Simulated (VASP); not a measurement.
# TiO2 (I4_1/amd) in VASP: further runs

The runs below take TiO2 through electric field gradients, with PBE.

All numbers are computed with VASP 6.6.1; they aren't measurements. Logs are shortened: lines on timing, memory, paths and dates and some standing lists are left out, and cuts for length are marked.

### 1 The cell of the first run

The structure is tetragonal, space group I4_1/amd (No. 141). Conventional cell: a = 3.760 Å, b = 3.760 Å, c = 9.450 Å, α = 90.00°, β = 90.00°, γ = 90.00°. Ti (site symmetry -4m2) has 6 O at 1.92 to 1.95 Å within 2.6 Å. O (site symmetry 2mm) has 3 Ti at 1.92 to 1.95 Å and 2 O at 2.43 Å within 2.6 Å.

### 2 Electric field gradients, PBE (11.13 Å³/atom)

Contents of INCAR:

```
PREC = Accurate ; ENCUT = 520
EDIFF = 1E-8 ; ISMEAR = -1
SIGMA = 0.08 ; LREAL = F
LASPH = T ; NELM = 100
ALGO = Normal ; ISIF = 2
LWAVE = F ; LCHARG = F
GGA = PE ; LEFG = T
NBANDS = 33
```

Contents of KPOINTS:

```
regular mesh
0
Gamma
  13 13 13
```

Contents of POSCAR:

```
TiO2
1.0
   -1.8797982750      1.8797982750      4.7250728635
    1.8797982750     -1.8797982750      4.7250728635
    1.8797982750      1.8797982750     -4.7250728635
Ti O
2 4
Direct
    0.0000000000      0.0000000000      0.0000000000
    0.7500000000      0.2500000000      0.5000000000
    0.2066000000      0.2066000000      0.0000000000
    0.9566000000      0.4566000000      0.5000000000
    0.5434000000      0.0434000000      0.5000000000
    0.7934000000      0.7934000000      0.0000000000
```

Potentials or basis: VASP PAW PBE potentials, release 64 (Ti_sv, O).

Started as:

```bash
$ cat potpaw_PBE.64/Ti_sv/POTCAR potpaw_PBE.64/O/POTCAR > POTCAR
$ mpirun -np 1 vasp_std > vasp.out
```

OUTCAR:

```text
PREC = Accurate
   ENCUT = 520
   EDIFF = 1E-8
   ISMEAR = -1
   LREAL = F
   LASPH = T
   NELM = 100
   ISIF = 2
   GGA = PE

 ion  position               nearest neighbor table
   1  0.000  0.000  0.000-   5 1.92   4 1.92   5 1.92   4 1.92   3 1.95   6 1.95
   2  0.750  0.250  0.500-   6 1.92   3 1.92   6 1.92   3 1.92   4 1.95   5 1.95
   3  0.207  0.207  0.000-   2 1.92   2 1.92   1 1.95
   4  0.957  0.457  0.500-   1 1.92   1 1.92   2 1.95
   5  0.543  0.043  0.500-   1 1.92   1 1.92   2 1.95
   6  0.793  0.793  0.000-   2 1.92   2 1.92   1 1.95

  LATTYP: Found a body centered tetragonal cell.
 ALAT       =     3.7595965500
 C/A-ratio  =     2.5136063408

  Lattice vectors:

 A1 = (  -1.8797982750,   1.8797982750,   4.7250728635)
 A2 = (   1.8797982750,  -1.8797982750,   4.7250728635)
 A3 = (   1.8797982750,   1.8797982750,  -4.7250728635)

Analysis of symmetry for initial positions (statically):
=====================================================================
 Subroutine PRICEL returns:
 Original cell was already a primitive cell.

 Routine SETGRP: Setting up the symmetry group for a
 body centered tetragonal supercell.

 Subroutine GETGRP returns: Found 16 space group operations
 (whereof  8 operations were pure point group operations)
 out of a pool of 16 trial point group operations.

The static configuration has the point symmetry D_2d.
 The point group associated with its full space group is D_4h.

Analysis of symmetry for dynamics (positions and initial velocities):
=====================================================================
 Subroutine PRICEL returns:
 Original cell was already a primitive cell.

 Routine SETGRP: Setting up the symmetry group for a
 body centered tetragonal supercell.

 Subroutine GETGRP returns: Found 16 space group operations
 (whereof  8 operations were pure point group operations)
 out of a pool of 16 trial point group operations.

The dynamic configuration has the point symmetry D_2d.
 The point group associated with its full space group is D_4h.

 Subroutine INISYM returns: Found 16 space group operations
 (whereof  8 operations are pure point group operations),
 and found     1 'primitive' translations

----------------------------------------------------------------------------------------

                                     Primitive cell

  volume of cell :      66.7869

  direct lattice vectors                    reciprocal lattice vectors
    -1.879798275  1.879798275  4.725072864     0.000000000  0.265985987  0.105818474
     1.879798275 -1.879798275  4.725072864     0.265985987  0.000000000  0.105818474
     1.879798275  1.879798275 -4.725072864     0.265985987  0.265985987  0.000000000

  length of vectors
     5.421586177  5.421586177  5.421586177     0.286262283  0.286262283  0.376160991

  position of ions in fractional coordinates (direct lattice)
     0.000000000  0.000000000  0.000000000
     0.750000000  0.250000000  0.500000000
     0.206600000  0.206600000  0.000000000
     0.956600000  0.456600000  0.500000000
     0.543400000  0.043400000  0.500000000
     0.793400000  0.793400000  0.000000000

  ion indices of the primitive-cell ions
   primitive index   ion index
                 1           1
                 2           2
                 3           3
                 4           4
                 5           5
                 6           6

----------------------------------------------------------------------------------------

 KPOINTS: regular mesh

Automatic generation of k-mesh.
[... 56 lines left out ...]
 SYSTEM =  unknown system
   PREC   = accura    normal or accurate (medium, high low for compatibility)
   ISTART =      0    job   : 0-new  1-cont  2-samecut
   ICHARG =      2    charge: 1-file 2-atom 10-const
   ISPIN  =      1    spin polarized calculation?
   LNONCOLLINEAR =      F non collinear calculations
   LSORBIT =      F    spin-orbit coupling
   LASPH  =      T    aspherical Exc in radial PAW
   ENCUT  =  520.0 eV  38.22 Ry    6.18 a.u.  10.08 10.08 10.08*2*pi/ulx,y,z
   NELM   =    100;   NELMIN=  2; NELMDL= -5     # of ELM steps
   EDIFF  = 0.1E-07   stopping-criterion for ELM
   LREAL  =      F    real-space projection
   EDIFFG = 0.1E-06   stopping-criterion for IOM
   NSW    =      0    number of steps for IOM
   IBRION =     -1    ionic relax: 0-MD 1-quasi-New 2-CG
   NFREE  =      0    steps in history (QN), initial steepest desc. (CG)
   ISIF   =      2    stress and relaxation
   ISYM   =      2    0-nonsym 1-usesym 2-fastsym
   POTIM  = 0.5000    time-step for ionic-motion
   TEBEG  =    0.0;   TEEND  =   0.0 temperature during run
   PSTRESS=    0.0 pullay stress
   NELECT =      48.0000    total number of electrons
   NUPDOWN=      -1.0000    fix difference up-down
   EMIN   =  10.00;   EMAX   =-10.00  energy-range for DOS
   EFERMI =   0.00;   METHOD = LEGACY
   ISMEAR =    -1;   SIGMA  =   0.08  broadening in eV -4-tet -1-fermi 0-gaus
   EFERMI_NEDOS =   21; number of points for ismear=-14 and -15
   IALGO  =     38    algorithm
   IMIX   =      4    mixing-type and parameters
     AMIX     =   0.40;   BMIX     =  1.00
     AMIX_MAG =   1.60;   BMIX_MAG =  1.00
  volume/ion in A,a.u.               =      11.13        75.12
  Fermi-wavevector in a.u.,A,eV,Ry     =   1.466420  2.771131 29.257782  2.150386
  Thomas-Fermi vector in A             =   2.582159
   LORBIT       =      0    0 simple, 1 ext, 2 COOP (PROOUT), +10 PAW based schemes
   GGA     = PE    functional components
   LHFCALC =     F    Hartree Fock is set to
   AEXX    =    0.0000 exact exchange contribution
   IVDW    =     0    specifies the selected vdW correction
   LEPSILON=     F    determine dielectric tensor
   LRPA    =     F    only Hartree local field effects (RPA)
 non-spin polarized calculation
  energy-cutoff  :      520.00
  volume of cell :       66.79
 maximum number of plane-waves:      1816
   NGX = 21   NGY = 21   NGZ = 21

 number of electron      48.0000004 magnetization

 Free energy of the ion-electron system (eV)
  ---------------------------------------------------
  ext. energy  EPLUGINS =         0.00000000
  ---------------------------------------------------
  free energy    TOTEN  =       -53.73373361 eV

  energy without entropy =      -53.73373352  energy(sigma->0) =      -53.73373356

 E-fermi :   4.7474     XC(G=0): -10.8304

 val. band max:        3.5426488078   @ k =  -0.4615   0.4615   0.0000
 cond. band min:       5.7419670069   @ k =   0.0000   0.0000   0.0000
 fundamental gap:      2.1993181991
 Fermi energy:         4.7474141735

 k-point     1 :       0.0000    0.0000    0.0000
  band No.  band energies     occupation
      1     -52.7137      2.00000
      2     -52.6463      2.00000
      3     -29.2247      2.00000
      4     -28.9522      2.00000
      5     -28.9522      2.00000
      6     -28.8735      2.00000
[... 853 lines left out ...]
     32      10.3804      0.00000
     33      10.4812      0.00000

 [... further k-points ...]

------------------------ aborting loop because EDIFF is reached ----------------------------------------

  FORCE on cell =-STRESS in cart. coord.  units (eV):
  Direction    XX          YY          ZZ          XY          YZ          ZX
  --------------------------------------------------------------------------------------
  -------------------------------------------------------------------------------------
  Total        4.1361308      4.1361308      6.1588384      0.0000000      0.0000000      0.0000000
  in kB       99.2233411     99.2233411    147.7469067      0.0000000      0.0000000      0.0000000
  external PRESSURE =     115.3978630 kB  Pullay stress =       0.0000000 kB

 VOLUME and BASIS-vectors are now :
 -----------------------------------------------------------------------------
  energy-cutoff  :      520.00
  volume of cell :       66.79
      direct lattice vectors                 reciprocal lattice vectors
    -1.879798275  1.879798275  4.725072864     0.000000000  0.265985987  0.105818474
     1.879798275 -1.879798275  4.725072864     0.265985987  0.000000000  0.105818474
     1.879798275  1.879798275 -4.725072864     0.265985987  0.265985987  0.000000000

 POSITION                                       TOTAL-FORCE (eV/Angst)
 -----------------------------------------------------------------------------------
      0.00000      0.00000      0.00000        -0.000000     -0.000000      0.000000
     -0.00000      1.87980      2.36254        -0.000000     -0.000000      0.000000
      0.00000      0.00000      1.95240         0.000000     -0.000000      0.502069
      0.00000      1.87980      4.31494        -0.000000      0.000000      0.502069
      0.00000      1.87980      0.41014        -0.000000      0.000000     -0.502069
      0.00000      0.00000      7.49775         0.000000     -0.000000     -0.502069
 -----------------------------------------------------------------------------------
    total drift:                                0.000000      0.000000     -0.000000

  FREE ENERGIE OF THE ION-ELECTRON SYSTEM (eV)
  ---------------------------------------------------
  free  energy   TOTEN  =       -53.7337336100 eV

  energy  without entropy=      -53.7337335180  energy(sigma->0) =      -53.73373356

 Electric field gradients (V/A^2)
---------------------------------------------------------------------
 ion       V_xx      V_yy      V_zz      V_xy      V_xz      V_yz
---------------------------------------------------------------------
   1       0.805     0.805    -1.610     0.002     0.001     0.001
   2       0.805     0.805    -1.610     0.002     0.001     0.001
   3      -6.904    15.832    -8.928    -0.003    -0.003    -0.003
   4      15.832    -6.904    -8.928    -0.003    -0.003    -0.003
   5      -6.904    15.832    -8.928    -0.003    -0.003    -0.003
   6      15.832    -6.904    -8.928    -0.003    -0.003    -0.003
---------------------------------------------------------------------

 Electric field gradients after diagonalization (V/A^2)
 (convention: |V_zz| > |V_xx| > |V_yy|)
----------------------------------------------------------------------
 ion       V_xx      V_yy      V_zz     asymmetry (V_yy - V_xx)/ V_zz
----------------------------------------------------------------------
   1       0.807     0.803    -1.610       0.003
   2       0.807     0.803    -1.610       0.003
   3      -8.928    -6.904    15.832       0.128
   4      -8.928    -6.904    15.832       0.128
   5      -8.928    -6.904    15.832       0.128
   6      -8.928    -6.904    15.832       0.128
----------------------------------------------------------------------

           NMR quadrupolar parameters

 Cq : quadrupolar parameter    Cq=e*Q*V_zz/h
 eta: asymmetry parameters     (V_yy - V_xx)/ V_zz
 Q  : nuclear electric quadrupole moment in mb (millibarn)
----------------------------------------------------------------------
 ion       Cq(MHz)       eta       Q (mb)
----------------------------------------------------------------------
   1      -0.004       0.003       1.000
   2      -0.004       0.003       1.000
   3       0.038       0.128       1.000
   4       0.038       0.128       1.000
   5       0.038       0.128       1.000
   6       0.038       0.128       1.000
----------------------------------------------------------------------
```

Run time: 7.5 min. Hardware: 1 thread of Intel Xeon Platinum 8488C (Sapphire Rapids), shared host; peak memory 0.49 GiB.

What came out:

```yaml
Free_energy: -53.7337 eV
Pressure: 11.5 GPa
Largest_force: 0.502 eV/Å
Band_gap_on_the_k_mesh: 2.20 eV (least direct gap 2.49 eV)
Largest_electric_field_gradient_by_atom: Ti -1.6; O +15.8 V/Å²
```

Forces on the atoms (eV/Å):
```
Ti   0.000  0.000  0.000
Ti   0.000  0.000  0.000
O    0.000  0.000  0.502
O    0.000  0.000  0.502
O    0.000  0.000 -0.502
O    0.000  0.000 -0.502
```

Stress tensor (GPa, compression positive):
```
 9.92  0.00  0.00
 0.00  9.92  0.00
 0.00  0.00 14.77
```

Electric field gradients, principal values (V/Å²):
| atom | least | middle | greatest (by size) |
| --- | --- | --- | --- |
| 1 Ti | 0.803 | 0.807 | -1.610 |
| 2 Ti | 0.803 | 0.807 | -1.610 |
| 3 O | -6.904 | -8.928 | 15.832 |
| 4 O | -6.904 | -8.928 | 15.832 |
| 5 O | -6.904 | -8.928 | 15.832 |
| 6 O | -6.904 | -8.928 | 15.832 |

Caveat: the cell stands under pressure; without QUAD_EFG the Cq values of the log hold for a quadrupole moment of 1 mb, not for the nuclei.

(Continued in part 2 of 2.)
